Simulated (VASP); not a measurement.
# Cu (Fm-3m) in VASP: further runs

The runs below take Cu through single point, relaxation of volume and atoms at fixed shape, with LDA.

Program: VASP 6.6.1. These are calculated values, not measurements. Logs are shortened: lines on timing, memory, paths and dates and some standing lists are left out, and cuts for length are marked.

## Step 1: The cell of the first run

The structure is cubic, space group Fm-3m (No. 225). Conventional cell: a = 3.518 Å, b = 3.518 Å, c = 3.518 Å, α = 90.00°, β = 90.00°, γ = 90.00°. Cu (site symmetry m-3m) has 12 Cu at 2.49 Å within 3.3 Å.

## Step 2: Single point, LDA

Contents of INCAR:

```
SYSTEM = Cu
PREC     = Accurate       ! precision mode
ENCUT    = 520            ! plane-wave cutoff, eV
EDIFF    = 1E-6           ! SCF threshold, eV
ISMEAR   = 1              ! smearing method
SIGMA    = 0.05           ! smearing width, eV
LREAL    = .FALSE.        ! projectors in reciprocal space
LASPH    = .TRUE.         ! aspherical terms in the spheres
NELM     = 100            ! most SCF steps
ALGO     = Normal         ! electronic algorithm
ISIF     = 2              ! what is computed and relaxed
LWAVE    = .FALSE.        ! write WAVECAR
LCHARG   = .FALSE.        ! write CHGCAR
GGA      = CA             ! functional
NBANDS   = 12             ! bands
```

Contents of KPOINTS:

```
regular mesh
0
G
  21 21 21
  0 0 0
```

Contents of POSCAR:

```
Cu
1.0
    2.4872618992      0.0000000000      0.0000000000
    1.2436309496      2.1540319905      0.0000000000
    1.2436309496      0.7180106635      2.0308408365
Cu
1
Direct
    0.0000000000      0.0000000000      0.0000000000
```

Potentials or basis: VASP PAW LDA potentials, release 64 (Cu).

On the command line:

```
cat potpaw_LDA.64/Cu/POTCAR > POTCAR
mpirun -np 1 vasp_std > vasp.out
```

OUTCAR:

```text
SYSTEM = Cu
   PREC = Accurate
   ENCUT = 520
   EDIFF = 1E-6
   ISMEAR = 1
   LREAL = .FALSE.
   LASPH = .TRUE.
   NELM = 100
   ISIF = 2
   GGA = CA

 ion  position               nearest neighbor table
   1  0.000  0.000  0.000-

  LATTYP: Found a face centered cubic cell.
 ALAT       =     3.5175195109

  Lattice vectors:

 A1 = (   2.4872618992,   0.0000000000,   0.0000000000)
 A2 = (   1.2436309496,   2.1540319905,   0.0000000000)
 A3 = (   1.2436309496,   0.7180106635,   2.0308408365)

Analysis of symmetry for initial positions (statically):
=====================================================================
 Subroutine PRICEL returns:
 Original cell was already a primitive cell.

 Routine SETGRP: Setting up the symmetry group for a
 face centered cubic supercell.

 Subroutine GETGRP returns: Found 48 space group operations
 (whereof 48 operations were pure point group operations)
 out of a pool of 48 trial point group operations.

The static configuration has the point symmetry O_h .

Analysis of symmetry for dynamics (positions and initial velocities):
=====================================================================
 Subroutine PRICEL returns:
 Original cell was already a primitive cell.

 Routine SETGRP: Setting up the symmetry group for a
 face centered cubic supercell.

 Subroutine GETGRP returns: Found 48 space group operations
 (whereof 48 operations were pure point group operations)
 out of a pool of 48 trial point group operations.

The dynamic configuration has the point symmetry O_h .

 Subroutine INISYM returns: Found 48 space group operations
 (whereof 48 operations are pure point group operations),
 and found     1 'primitive' translations

----------------------------------------------------------------------------------------

                                     Primitive cell

  volume of cell :      10.8805

  direct lattice vectors                    reciprocal lattice vectors
     2.487261899  0.000000000  0.000000000     0.402048534 -0.232122829 -0.164135627
     1.243630950  2.154031991  0.000000000     0.000000000  0.464245659 -0.164135627
     1.243630950  0.718010663  2.030840836     0.000000000  0.000000000  0.492406880

  length of vectors
     2.487261899  2.487261899  2.487261899     0.492406880  0.492406880  0.492406880

  position of ions in fractional coordinates (direct lattice)
     0.000000000  0.000000000  0.000000000

  ion indices of the primitive-cell ions
   primitive index   ion index
                 1           1

----------------------------------------------------------------------------------------

 KPOINTS: regular mesh

Automatic generation of k-mesh.
 Grid dimensions read from file:
 generate k-points for:   21   21   21

 Generating k-lattice:

  Cartesian coordinates                     Fractional coordinates (reciprocal lattice)
     0.019145168 -0.011053468 -0.007815982     0.047619048  0.000000000  0.000000000
     0.000000000  0.022106936 -0.007815982     0.000000000  0.047619048  0.000000000
     0.000000000  0.000000000  0.023447947     0.000000000  0.000000000  0.047619048

  Length of vectors
     0.023447947  0.023447947  0.023447947

  Shift w.r.t. Gamma in fractional coordinates (k-lattice)
     0.000000000  0.000000000  0.000000000

 Subroutine IBZKPT returns following result:
 ===========================================

 Found    286 irreducible k-points:

 Following reciprocal coordinates:
            Coordinates               Weight
  0.000000  0.000000  0.000000      1.000000
  0.047619 -0.000000 -0.000000      8.000000
  0.095238  0.000000  0.000000      8.000000
  0.142857  0.000000 -0.000000      8.000000
  0.190476  0.000000  0.000000      8.000000
  0.238095  0.000000  0.000000      8.000000
[... 16 lines left out ...]
 -0.428571  0.047619 -0.000000     24.000000
 -0.380952  0.047619 -0.000000     24.000000
 [... further k-points ...]
   k-points           NKPTS =    286   k-points in BZ     NKDIM =    286   number of bands    NBANDS=     12
   number of dos      NEDOS =    301   number of ions     NIONS =      1
   total plane-waves  NPLWV =   5832
   dimension x,y,z NGX =    18 NGY =   18 NGZ =   18
   dimension x,y,z NGXF=    36 NGYF=   36 NGZF=   36
   ions per type =               1
   NGX,Y,Z   is equivalent  to a cutoff of  12.03, 12.03, 12.03 a.u.
   NGXF,Y,Z  is equivalent  to a cutoff of  24.06, 24.06, 24.06 a.u.
 SYSTEM =  Cu
   PREC   = accura    normal or accurate (medium, high low for compatibility)
   ISTART =      0    job   : 0-new  1-cont  2-samecut
   ICHARG =      2    charge: 1-file 2-atom 10-const
   ISPIN  =      1    spin polarized calculation?
   LNONCOLLINEAR =      F non collinear calculations
   LSORBIT =      F    spin-orbit coupling
   LASPH  =      T    aspherical Exc in radial PAW
   ENCUT  =  520.0 eV  38.22 Ry    6.18 a.u.   4.62  4.62  4.62*2*pi/ulx,y,z
   NELM   =    100;   NELMIN=  2; NELMDL= -5     # of ELM steps
   EDIFF  = 0.1E-05   stopping-criterion for ELM
   LREAL  =      F    real-space projection
   EDIFFG = 0.1E-04   stopping-criterion for IOM
   NSW    =      0    number of steps for IOM
   IBRION =     -1    ionic relax: 0-MD 1-quasi-New 2-CG
   NFREE  =      0    steps in history (QN), initial steepest desc. (CG)
   ISIF   =      2    stress and relaxation
   ISYM   =      2    0-nonsym 1-usesym 2-fastsym
   POTIM  = 0.5000    time-step for ionic-motion
   TEBEG  =    0.0;   TEEND  =   0.0 temperature during run
   PSTRESS=    0.0 pullay stress
   NELECT =      11.0000    total number of electrons
   NUPDOWN=      -1.0000    fix difference up-down
   EMIN   =  10.00;   EMAX   =-10.00  energy-range for DOS
   EFERMI =   0.00;   METHOD = LEGACY
   ISMEAR =     1;   SIGMA  =   0.05  broadening in eV -4-tet -1-fermi 0-gaus
   EFERMI_NEDOS =   21; number of points for ismear=-14 and -15
   IALGO  =     38    algorithm
   IMIX   =      4    mixing-type and parameters
     AMIX     =   0.40;   BMIX     =  1.00
     AMIX_MAG =   1.60;   BMIX_MAG =  1.00
  volume/ion in A,a.u.               =      10.88        73.43
  Fermi-wavevector in a.u.,A,eV,Ry     =   1.643069  3.104951 36.731331  2.699677
  Thomas-Fermi vector in A             =   2.733266
   LORBIT       =      0    0 simple, 1 ext, 2 COOP (PROOUT), +10 PAW based schemes
   GGA     = CA    functional components
   LHFCALC =     F    Hartree Fock is set to
   AEXX    =    0.0000 exact exchange contribution
   IVDW    =     0    specifies the selected vdW correction
   LEPSILON=     F    determine dielectric tensor
   LRPA    =     F    only Hartree local field effects (RPA)
 non-spin polarized calculation
 Methfessel and Paxton  Order N= 1 SIGMA  =   0.05
  energy-cutoff  :      520.00
  volume of cell :       10.88
 maximum number of plane-waves:       304
   NGX =  9   NGY =  9   NGZ =  9

 number of electron      10.9999994 magnetization

 Free energy of the ion-electron system (eV)
  ---------------------------------------------------
  ext. energy  EPLUGINS =         0.00000000
  ---------------------------------------------------
  free energy    TOTEN  =        -4.70599432 eV

  energy without entropy =       -4.70587150  energy(sigma->0) =       -4.70595338

 E-fermi :   8.4905     XC(G=0): -13.5893

 val. band max:        8.4838365337   @ k =  -0.3333   0.1905   0.0476
 cond. band min:       8.4957693753   @ k =   0.4762   0.3333   0.0476
 fundamental gap:      0.0119328415
 Fermi energy:         8.4904868539

 k-point     1 :       0.0000    0.0000    0.0000
  band No.  band energies     occupation
      1      -1.5781      2.00000
      2       5.0697      2.00000
      3       5.0697      2.00000
      4       5.0697      2.00000
      5       6.0203      2.00000
      6       6.0203      2.00000
      7      31.7393      0.00000
      8      34.8651      0.00000
      9      34.8651      0.00000
     10      34.8651      0.00000
     11      37.4832      0.00000
     12      37.4832      0.00000

 k-point     2 :       0.0476   -0.0000   -0.0000
  band No.  band energies     occupation
      1      -1.4903      2.00000
      2       5.0493      2.00000
      3       5.0877      2.00000
      4       5.0877      2.00000
      5       6.0129      2.00000
      6       6.0129      2.00000
      7      31.3569      0.00000
      8      33.6124      0.00000
      9      34.5853      0.00000
     10      34.5853      0.00000
     11      37.8801      0.00000
     12      37.8801      0.00000

 k-point     3 :       0.0952    0.0000    0.0000
  band No.  band energies     occupation
      1      -1.2294      2.00000
      2       4.9925      2.00000
      3       5.1367      2.00000
      4       5.1367      2.00000
      5       5.9955      2.00000
      6       5.9955      2.00000
      7      29.6352      0.00000
      8      32.7286      0.00000
      9      34.0236      0.00000
     10      34.0236      0.00000
     11      38.7604      0.00000
     12      38.7604      0.00000

 k-point     4 :       0.1429    0.0000   -0.0000
  band No.  band energies     occupation
      1      -0.8029      2.00000
      2       4.9120      2.00000
      3       5.1997      2.00000
      4       5.1997      2.00000
      5       5.9842      2.00000
      6       5.9842      2.00000
      7      27.1741      0.00000
      8      32.4449      0.00000
      9      33.4463      0.00000
     10      33.4463      0.00000
     11      39.3350      0.00000
     12      39.6434      0.00000

 k-point     5 :       0.1905    0.0000    0.0000
  band No.  band energies     occupation
      1      -0.2268      2.00000
      2       4.8302      2.00000
      3       5.2479      2.00000
      4       5.2479      2.00000
      5       6.0056      2.00000
      6       6.0056      2.00000
      7      24.6335      0.00000
      8      32.1783      0.00000
      9      32.9354      0.00000
     10      32.9354      0.00000
     11      39.3328      0.00000
     12      39.5611      0.00000
[... 228 lines left out ...]
      1       2.8245      2.00000
      2       5.0098      2.00000
      3       5.0768      2.00000
      4       6.1868      2.00000
      5       6.6640      2.00000
      6       7.4069      2.00000
      7      13.0246      0.00000
      8      29.7252      0.00000
      9      30.7056      0.00000
     10      31.1738      0.00000
     11      35.6215      0.00000
     12      35.7688      0.00000

 k-point    22 :      -0.4762    0.0476   -0.0000
  band No.  band energies     occupation
      1       2.8538      2.00000
      2       5.0045      2.00000
      3       5.0651      2.00000
      4       6.2849      2.00000
      5       6.6547      2.00000
      6       7.6404      2.00000
      7      12.6024      0.00000
      8      29.5073      0.00000
      9      30.9619      0.00000
     10      31.1075      0.00000
     11      35.3175      0.00000
     12      35.8153      0.00000

 k-point    23 :      -0.4286    0.0476   -0.0000
  band No.  band energies     occupation
      1       2.7931      2.00000
      2       5.0256      2.00000
      3       5.0780      2.00000
      4       6.1307      2.00000
      5       6.5878      2.00000
      6       7.2589      2.00000
      7      13.4069      0.00000
      8      29.3334      0.00000
      9      31.0080      0.00000
     10      31.6667      0.00000
     11      35.0427      0.00000
     12      36.1432      0.00000

 k-point    24 :      -0.3810    0.0476   -0.0000
  band No.  band energies     occupation
      1       2.5982      2.00000
      2       5.0693      2.00000
      3       5.1140      2.00000
      4       5.6564      2.00000
      5       6.4712      2.00000
      6       6.8399      2.00000
      7      14.9739      0.00000
      8      29.2457      0.00000
      9      31.2647      0.00000
     10      32.3445      0.00000
     11      34.9757      0.00000
     12      36.5790      0.00000

 [... further k-points ...]

------------------------ aborting loop because EDIFF is reached ----------------------------------------

  FORCE on cell =-STRESS in cart. coord.  units (eV):
  Direction    XX          YY          ZZ          XY          YZ          ZX
  --------------------------------------------------------------------------------------
  -------------------------------------------------------------------------------------
  Total        0.0600366      0.0600366      0.0600366     -0.0000000      0.0000000      0.0000000
  in kB        8.8405096      8.8405096      8.8405096     -0.0000000      0.0000000      0.0000000
  external PRESSURE =       8.8405096 kB  Pullay stress =       0.0000000 kB

 VOLUME and BASIS-vectors are now :
 -----------------------------------------------------------------------------
  energy-cutoff  :      520.00
  volume of cell :       10.88
      direct lattice vectors                 reciprocal lattice vectors
     2.487261899  0.000000000  0.000000000     0.402048534 -0.232122829 -0.164135627
     1.243630950  2.154031991  0.000000000     0.000000000  0.464245659 -0.164135627
     1.243630950  0.718010663  2.030840836     0.000000000  0.000000000  0.492406880

 POSITION                                       TOTAL-FORCE (eV/Angst)
 -----------------------------------------------------------------------------------
      0.00000      0.00000      0.00000        -0.000000      0.000000      0.000000
 -----------------------------------------------------------------------------------
    total drift:                                0.000000      0.000000      0.000000

  FREE ENERGIE OF THE ION-ELECTRON SYSTEM (eV)
  ---------------------------------------------------
  free  energy   TOTEN  =        -4.7059943209 eV

  energy  without entropy=       -4.7058715031  energy(sigma->0) =       -4.70595338
```

Wall time 13 s (1 thread of Intel Xeon 6975P-C (Granite Rapids), shared host); peak memory 0.14 GiB.

Results:

```
Free energy : -4.7060 eV
Pressure    : 0.9 GPa
```

Levels at points of the mesh, in eV from the Fermi level:
| k point | band 3 | band 4 | band 5 | band 6 | band 7 | band 8 | band 9 | band 10 |
| --- | --- | --- | --- | --- | --- | --- | --- | --- |
| (0.00, 0.00, 0.00) | -3.42 | -3.42 | -2.47 | -2.47 | 23.25 | 26.37 | 26.37 | 26.37 |

[end of part 1 of 2]
